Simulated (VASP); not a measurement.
# Mg5Zn11O16 (P1) in VASP: single point with PBEsol

Aim: the single point of Mg5Zn11O16 with PBEsol.

Everything below comes from runs of VASP 6.6.1. Logs are shortened: lines on timing, memory, paths and dates and some standing lists are left out, and cuts for length are marked.

## Step 1: The cell of the first run

The typed cell holds 64 atoms: a = 8.501 Å, b = 8.501 Å, c = 8.501 Å, α = 90.00°, β = 90.00°, γ = 90.00°.

## Step 2: Single point, PBEsol

Input file INCAR:

```
SYSTEM = Mg5Zn11O16
PREC = Accurate
ENCUT = 520
EDIFF = 1E-6
ISMEAR = -1
SIGMA = 0.05
LREAL = Auto
LASPH = .TRUE.
NELM = 60
ALGO = Normal
ISIF = 2
LWAVE = .FALSE.
LCHARG = .FALSE.
GGA = PS
ISYM = 0
NBANDS = 276
```

Input file KPOINTS:

```
Automatic mesh
0
Gamma
  1 1 1
  0.25 0.25 0.25
```

Input file POSCAR:

```
Mg5Zn11O16
1.0
    8.5007056815      0.0000000000      0.0000000000
    0.0000000000      8.5007056815      0.0000000000
    0.0000000000      0.0000000000      8.5007056815
O Mg Zn
32 10 22
Direct
    0.2504070000      0.0023300000      0.9999090000
    0.2499140000      0.9994180000      0.4992990000
    0.2498440000      0.4977980000      0.9994120000
    0.2481440000      0.4997320000      0.4990550000
    0.7500480000      0.9999360000      0.0024100000
    0.7499550000      0.9998440000      0.4979610000
    0.7498380000      0.5001510000      0.9997150000
    0.7514620000      0.5001580000      0.4992940000
    0.0019960000      0.2505420000      0.9967050000
    0.9998200000      0.2525810000      0.5014100000
    0.9999830000      0.7495000000      0.9991310000
    0.9997220000      0.7480040000      0.4997490000
    0.4978300000      0.2502380000      0.9990400000
    0.4997850000      0.2501660000      0.4995210000
    0.5001600000      0.7493700000      0.9992590000
    0.5000490000      0.7493420000      0.4997390000
    0.9997000000      0.9995970000      0.2473910000
    0.0025180000      0.0023150000      0.7519340000
    0.9996780000      0.5000360000      0.2492490000
    0.9994520000      0.4977410000      0.7490550000
    0.4999870000      0.9993610000      0.2472760000
    0.4982710000      0.9995150000      0.7514030000
    0.4998410000      0.4997330000      0.2475480000
    0.5000530000      0.4999390000      0.7511440000
    0.2494860000      0.2470680000      0.2478530000
    0.2475860000      0.2470890000      0.7508620000
    0.2501820000      0.7516300000      0.2499620000
    0.2500700000      0.7514710000      0.7492940000
    0.7496460000      0.2478090000      0.2498080000
    0.7511310000      0.2493880000      0.7492250000
    0.7499580000      0.7518640000      0.2503080000
    0.7502080000      0.7506420000      0.7493060000
    0.9994840000      0.9993030000      0.9993820000
    0.9994160000      0.5007670000      0.9996840000
    0.9997860000      0.5004400000      0.4987300000
    0.5007560000      0.9994790000      0.9991260000
    0.5004370000      0.5003650000      0.9993390000
    0.2500360000      0.2502030000      0.9995970000
    0.2500670000      0.9992810000      0.2507110000
    0.2503930000      0.9990470000      0.7482820000
    0.7498920000      0.9998200000      0.2508240000
    0.9990600000      0.2498590000      0.7486040000
    0.9998650000      0.0000020000      0.4996990000
    0.5001160000      0.9998010000      0.4995440000
    0.4998130000      0.4997140000      0.4994080000
    0.2496810000      0.2499650000      0.4995660000
    0.2502030000      0.7504580000      0.9995410000
    0.2501140000      0.7492470000      0.4995100000
    0.7501120000      0.2499060000      0.9995400000
    0.7496480000      0.2502600000      0.4994640000
    0.7499120000      0.7500720000      0.9998040000
    0.7497740000      0.7497450000      0.4997260000
    0.2500000000      0.4996570000      0.2492060000
    0.2495820000      0.4993470000      0.7495590000
    0.7500240000      0.9998600000      0.7495520000
    0.7496340000      0.4998550000      0.2496800000
    0.7498830000      0.4999520000      0.7493040000
    0.9999040000      0.2497760000      0.2489780000
    0.9998800000      0.7499810000      0.2496550000
    0.9999980000      0.7497910000      0.7492810000
    0.4996530000      0.2495940000      0.2492120000
    0.4994790000      0.2498060000      0.7495190000
    0.5000640000      0.7497040000      0.2496930000
    0.5000840000      0.7495140000      0.7492760000
```

Potentials or basis: VASP PAW PBE potentials, release 64 (O, Mg, Zn).

The run is started by

```console
$ cat potpaw_PBE.64/O/POTCAR potpaw_PBE.64/Mg/POTCAR potpaw_PBE.64/Zn/POTCAR > POTCAR
$ mpirun -np 1 vasp_std > vasp.out
```

OUTCAR:

```text
SYSTEM = Mg5Zn11O16
   PREC = Accurate
   ENCUT = 520
   EDIFF = 1E-6
   ISMEAR = -1
   LREAL = Auto
   LASPH = .TRUE.
   NELM = 60
   ISIF = 2
   GGA = PS
   ISYM = 0

 ion  position               nearest neighbor table
   1  0.250  0.002  1.000-  38 2.11  36 2.13  39 2.13  33 2.13  40 2.14  47 2.14
   2  0.250  0.999  0.499-  39 2.11  40 2.12  43 2.13  48 2.13  44 2.13  46 2.13
   3  0.250  0.498  0.999-  38 2.10  53 2.12  54 2.12  34 2.13  37 2.13  47 2.15
   4  0.248  0.500  0.499-  35 2.11  48 2.12  46 2.12  53 2.12  54 2.13  45 2.14
   5  0.750  1.000  0.002-  41 2.11  36 2.12  33 2.12  51 2.12  49 2.13  55 2.15
   6  0.750  1.000  0.498-  41 2.10  44 2.12  43 2.12  52 2.13  50 2.13  55 2.14
[... 76 lines left out ...]
  58  1.000  0.250  0.249-  25 2.12  17 2.13  19 2.13  29 2.13   9 2.14  10 2.15  49 3.00  38 3.00
                            41 3.01  53 3.01  33 3.01  34 3.01  56 3.01  46 3.01  35 3.01  43 3.01
  59  1.000  0.750  0.250-  17 2.12  31 2.12  19 2.12  12 2.13  27 2.13  11 2.13  35 3.00  34 3.00
                            39 3.00  33 3.00  51 3.00  41 3.00  43 3.01  48 3.01  52 3.01  56 3.01
  60  1.000  0.750  0.749-  12 2.12  32 2.12  11 2.12  28 2.13  20 2.14  18 2.15  34 3.00  33 3.00
                            40 3.00  52 3.00  43 3.00  48 3.00  35 3.00  57 3.01  54 3.01  55 3.01
  61  0.500  0.250  0.249-  29 2.13  23 2.13  13 2.13  25 2.13  21 2.13  14 2.13  38 3.00  53 3.00
                            39 3.00  41 3.01  44 3.01  49 3.01  36 3.01  56 3.01  50 3.01  45 3.01
  62  0.499  0.250  0.750-  13 2.12  14 2.13  24 2.13  22 2.13  30 2.14  26 2.14  54 3.00  38 3.00
                            46 3.00  40 3.00  36 3.01  44 3.01  45 3.01  50 3.01  37 3.01  55 3.01
  63  0.500  0.750  0.250-  21 2.12  27 2.12  31 2.12  23 2.13  16 2.13  15 2.13  56 3.00  39 3.00
                            37 3.00  45 3.00  51 3.00  52 3.00  48 3.00  41 3.01  44 3.01  47 3.01
  64  0.500  0.750  0.749-  16 2.12  24 2.12  15 2.13  22 2.13  28 2.13  32 2.13  37 3.00  40 3.00
                            52 3.00  57 3.00  45 3.00  48 3.00  36 3.00  44 3.01  47 3.01  55 3.01

IMPORTANT INFORMATION: All symmetrisations will be switched off!
NOSYMM: (Re-)initialisation of all symmetry stuff for point group C_1.

----------------------------------------------------------------------------------------

                                     Primitive cell

  volume of cell :     614.2780

  direct lattice vectors                    reciprocal lattice vectors
     8.500705681  0.000000000  0.000000000     0.117637292  0.000000000  0.000000000
     0.000000000  8.500705681  0.000000000     0.000000000  0.117637292  0.000000000
     0.000000000  0.000000000  8.500705681     0.000000000  0.000000000  0.117637292

  length of vectors
     8.500705681  8.500705681  8.500705681     0.117637292  0.117637292  0.117637292

  position of ions in fractional coordinates (direct lattice)
     0.250407000  0.002330000  0.999909000
     0.249914000  0.999418000  0.499299000
     0.249844000  0.497798000  0.999412000
     0.248144000  0.499732000  0.499055000
     0.750048000  0.999936000  0.002410000
     0.749955000  0.999844000  0.497961000
[... 56 lines left out ...]
     0.500064000  0.749704000  0.249693000
     0.500084000  0.749514000  0.749276000

  ion indices of the primitive-cell ions
   primitive index   ion index
                 1           1
                 2           2
                 3           3
                 4           4
                 5           5
                 6           6
[... 56 lines left out ...]
                63          63
                64          64

----------------------------------------------------------------------------------------

 KPOINTS: Automatic mesh

Automatic generation of k-mesh.
 Grid dimensions read from file:
 generate k-points for:    1    1    1

 Generating k-lattice:

  Cartesian coordinates                     Fractional coordinates (reciprocal lattice)
     0.117637292  0.000000000  0.000000000     1.000000000  0.000000000  0.000000000
     0.000000000  0.117637292  0.000000000     0.000000000  1.000000000  0.000000000
     0.000000000  0.000000000  0.117637292     0.000000000  0.000000000  1.000000000

  Length of vectors
     0.117637292  0.117637292  0.117637292

  Shift w.r.t. Gamma in fractional coordinates (k-lattice)
     0.250000000  0.250000000  0.250000000

 Subroutine IBZKPT returns following result:
 ===========================================

 Found      4 irreducible k-points:

 Following reciprocal coordinates:
            Coordinates               Weight
  0.250000  0.250000  0.250000      2.000000
 -0.250000  0.250000  0.250000      2.000000
 -0.250000 -0.250000  0.250000      2.000000
  0.250000 -0.250000  0.250000      2.000000
   k-points           NKPTS =      4   k-points in BZ     NKDIM =      4   number of bands    NBANDS=    276
   number of dos      NEDOS =    301   number of ions     NIONS =     64
   total plane-waves  NPLWV = 262144
   dimension x,y,z NGX =    64 NGY =   64 NGZ =   64
   dimension x,y,z NGXF=   128 NGYF=  128 NGZF=  128
   ions per type =              32  10  22
   NGX,Y,Z   is equivalent  to a cutoff of  12.52, 12.52, 12.52 a.u.
   NGXF,Y,Z  is equivalent  to a cutoff of  25.03, 25.03, 25.03 a.u.
 SYSTEM =  Mg5Zn11O16
   PREC   = accura    normal or accurate (medium, high low for compatibility)
   ISTART =      0    job   : 0-new  1-cont  2-samecut
   ICHARG =      2    charge: 1-file 2-atom 10-const
   ISPIN  =      1    spin polarized calculation?
   LNONCOLLINEAR =      F non collinear calculations
   LSORBIT =      F    spin-orbit coupling
   LASPH  =      T    aspherical Exc in radial PAW
   ENCUT  =  520.0 eV  38.22 Ry    6.18 a.u.  15.81 15.81 15.81*2*pi/ulx,y,z
   NELM   =     60;   NELMIN=  2; NELMDL= -5     # of ELM steps
   EDIFF  = 0.1E-05   stopping-criterion for ELM
   LREAL  =      T    real-space projection
   EDIFFG = 0.1E-04   stopping-criterion for IOM
   NSW    =      0    number of steps for IOM
   IBRION =     -1    ionic relax: 0-MD 1-quasi-New 2-CG
   NFREE  =      0    steps in history (QN), initial steepest desc. (CG)
   ISIF   =      2    stress and relaxation
   ISYM   =      0    0-nonsym 1-usesym 2-fastsym
   POTIM  = 0.5000    time-step for ionic-motion
   TEBEG  =    0.0;   TEEND  =   0.0 temperature during run
   PSTRESS=    0.0 pullay stress
   NELECT =     476.0000    total number of electrons
   NUPDOWN=      -1.0000    fix difference up-down
   EMIN   =  10.00;   EMAX   =-10.00  energy-range for DOS
   EFERMI =   0.00;   METHOD = LEGACY
   ISMEAR =    -1;   SIGMA  =   0.05  broadening in eV -4-tet -1-fermi 0-gaus
   EFERMI_NEDOS =   21; number of points for ismear=-14 and -15
   IALGO  =     38    algorithm
   IMIX   =      4    mixing-type and parameters
     AMIX     =   0.40;   BMIX     =  1.00
     AMIX_MAG =   1.60;   BMIX_MAG =  1.00
  volume/ion in A,a.u.               =       9.60        64.77
  Fermi-wavevector in a.u.,A,eV,Ry     =   1.503680  2.841544 30.763512  2.261054
  Thomas-Fermi vector in A             =   2.614759
   LORBIT       =      0    0 simple, 1 ext, 2 COOP (PROOUT), +10 PAW based schemes
   GGA     = PS    functional components
   LHFCALC =     F    Hartree Fock is set to
   AEXX    =    0.0000 exact exchange contribution
   IVDW    =     0    specifies the selected vdW correction
   LEPSILON=     F    determine dielectric tensor
   LRPA    =     F    only Hartree local field effects (RPA)
 non-spin polarized calculation
  energy-cutoff  :      520.00
  volume of cell :      614.28
 maximum number of plane-waves:     16569
   NGX = 31   NGY = 31   NGZ = 31

 number of electron     476.0000669 magnetization

 Free energy of the ion-electron system (eV)
  ---------------------------------------------------
  ext. energy  EPLUGINS =         0.00000000
  ---------------------------------------------------
  free energy    TOTEN  =      -334.13334175 eV

  energy without entropy =     -334.13334175  energy(sigma->0) =     -334.13334175

 E-fermi :   4.1281     XC(G=0): -12.1985

 val. band max:        2.9138496038   @ k =   0.2500  -0.2500   0.2500
 cond. band min:       5.7376892892   @ k =   0.2500  -0.2500   0.2500
 fundamental gap:      2.8238396854
 Fermi energy:         4.1280594051

 k-point     1 :       0.2500    0.2500    0.2500
  band No.  band energies     occupation
      1     -15.2611      2.00000
      2     -14.8655      2.00000
      3     -14.8503      2.00000
      4     -14.8168      2.00000
      5     -14.5248      2.00000
      6     -14.4994      2.00000
[... 242 lines left out ...]
    249       8.8135      0.00000
    250       9.1069      0.00000

 k-point     2 :      -0.2500    0.2500    0.2500
  band No.  band energies     occupation
      1     -15.2611      2.00000
      2     -14.8693      2.00000
      3     -14.8386      2.00000
      4     -14.8251      2.00000
      5     -14.5176      2.00000
      6     -14.5084      2.00000
[... 242 lines left out ...]
    249       8.8916      0.00000
    250       8.9925      0.00000

 k-point     3 :      -0.2500   -0.2500    0.2500
  band No.  band energies     occupation
      1     -15.2611      2.00000
      2     -14.8682      2.00000
      3     -14.8458      2.00000
      4     -14.8187      2.00000
      5     -14.5230      2.00000
      6     -14.5003      2.00000
[... 242 lines left out ...]
    249       8.8116      0.00000
    250       9.0950      0.00000

 k-point     4 :       0.2500   -0.2500    0.2500
  band No.  band energies     occupation
      1     -15.2607      2.00000
      2     -14.8775      2.00000
      3     -14.8546      2.00000
      4     -14.7966      2.00000
      5     -14.5311      2.00000
      6     -14.5102      2.00000
[... 242 lines left out ...]
    249       8.9275      0.00000
    250       9.0141      0.00000
 [bands above 250 left out]

------------------------ aborting loop because EDIFF is reached ----------------------------------------

  FORCE on cell =-STRESS in cart. coord.  units (eV):
  Direction    XX          YY          ZZ          XY          YZ          ZX
  --------------------------------------------------------------------------------------
  -------------------------------------------------------------------------------------
  Total        2.6096639      2.5893133      2.6489594     -0.0974664     -0.1252637      0.1503842
  in kB        6.8065998      6.7535209      6.9090914     -0.2542147     -0.3267164      0.3922364
  external PRESSURE =       6.8230707 kB  Pullay stress =       0.0000000 kB

 VOLUME and BASIS-vectors are now :
 -----------------------------------------------------------------------------
  energy-cutoff  :      520.00
  volume of cell :      614.28
      direct lattice vectors                 reciprocal lattice vectors
     8.500705681  0.000000000  0.000000000     0.117637292  0.000000000  0.000000000
     0.000000000  8.500705681  0.000000000     0.000000000  0.117637292  0.000000000
     0.000000000  0.000000000  8.500705681     0.000000000  0.000000000  0.117637292

 POSITION                                       TOTAL-FORCE (eV/Angst)
 -----------------------------------------------------------------------------------
      2.12864      0.01981      8.49993        -0.013853      0.037215     -0.012096
      2.12445      8.49576      4.24439         0.002621      0.003684     -0.003848
      2.12385      4.23163      8.49571         0.009374     -0.034919      0.010267
      2.10940      4.24807      4.24232        -0.041603      0.008882      0.008874
      6.37594      8.50016      0.02049        -0.009728     -0.008563      0.038045
      6.37515      8.49938      4.23302         0.006950      0.006195     -0.043699
[... 56 lines left out ...]
      4.25090      6.37301      2.12257         0.000573      0.002844     -0.004837
      4.25107      6.37140      6.36937        -0.000781      0.003533      0.004489
 -----------------------------------------------------------------------------------
    total drift:                                0.010048      0.015249      0.067387

  FREE ENERGIE OF THE ION-ELECTRON SYSTEM (eV)
  ---------------------------------------------------
  free  energy   TOTEN  =      -334.1333417497 eV

  energy  without entropy=     -334.1333417496  energy(sigma->0) =     -334.13334175
```

Wall time 40 min (1 thread of Intel Xeon 8259CL, shared host); peak memory 0.85 GiB.

Results:

```yaml
Free_energy: -334.1333 eV
Pressure: 0.7 GPa
Largest_force: 0.083 eV/Å
Band_gap_on_the_k_mesh: 2.82 eV
```

Forces in eV/Å, atoms in the order of the input:
```
O   -0.014  0.037 -0.012
O    0.003  0.004 -0.004
O    0.009 -0.035  0.010
O   -0.042  0.009  0.009
O   -0.010 -0.009  0.038
O    0.007  0.006 -0.044
O    0.002 -0.005  0.001
O    0.041 -0.006 -0.006
O    0.053  0.003 -0.054
O   -0.020  0.028  0.030
O    0.000 -0.001  0.001
O    0.010 -0.043  0.004
O   -0.035  0.012  0.010
O   -0.002 -0.001  0.005
O   -0.002  0.002  0.003
O    0.001 -0.001 -0.003
O    0.010  0.007 -0.042
O    0.021  0.022  0.025
O    0.003  0.002  0.001
O    0.009 -0.043  0.013
O    0.010  0.012 -0.039
O   -0.052  0.000  0.047
O    0.007  0.009 -0.040
O   -0.005 -0.006  0.040
O    0.019 -0.030 -0.032
O   -0.040 -0.042  0.060
O   -0.010  0.042 -0.014
O   -0.013  0.038 -0.009
O    0.014 -0.040  0.006
O    0.039 -0.009 -0.004
O   -0.011  0.040 -0.012
O   -0.004 -0.004  0.000
Mg   0.003  0.002  0.000
Mg   0.002 -0.002 -0.002
Mg   0.000 -0.001  0.002
Mg   0.000  0.001  0.000
Mg  -0.003 -0.003  0.000
Mg   0.000 -0.001 -0.003
Mg  -0.003  0.001 -0.002
Mg   0.001  0.001  0.003
Mg  -0.002  0.001 -0.003
Mg   0.001  0.001  0.003
Zn   0.001  0.004  0.002
Zn  -0.003  0.000 -0.002
Zn  -0.001  0.000  0.001
Zn  -0.001 -0.003  0.000
Zn  -0.001  0.001  0.002
Zn  -0.004  0.004  0.002
Zn   0.001  0.000  0.000
Zn   0.006 -0.002  0.001
Zn   0.000  0.001  0.001
Zn   0.002  0.001 -0.001
Zn  -0.002 -0.002 -0.002
Zn  -0.003 -0.003  0.002
Zn   0.005  0.004  0.005
Zn   0.002  0.000 -0.002
Zn   0.003 -0.002  0.003
Zn   0.000 -0.002 -0.001
Zn   0.001  0.001 -0.003
Zn   0.003  0.002  0.003
Zn  -0.004 -0.004 -0.005
Zn  -0.003 -0.002  0.004
Zn   0.001  0.003 -0.005
Zn  -0.001  0.004  0.004
```

Levels at points of the mesh, in eV from the valence-band top:
| k point | band 235 | band 236 | band 237 | band 238 | band 239 | band 240 | band 241 | band 242 |
| --- | --- | --- | --- | --- | --- | --- | --- | --- |
| (0.25, 0.25, 0.25) | -0.15 | -0.07 | -0.03 | -0.01 | 2.83 | 4.51 | 4.59 | 4.72 |

Caveat: the PAW data sets were made with another functional, which shifts forces and pressure a little; a shifted mesh leaves out Γ, where band edges can lie.
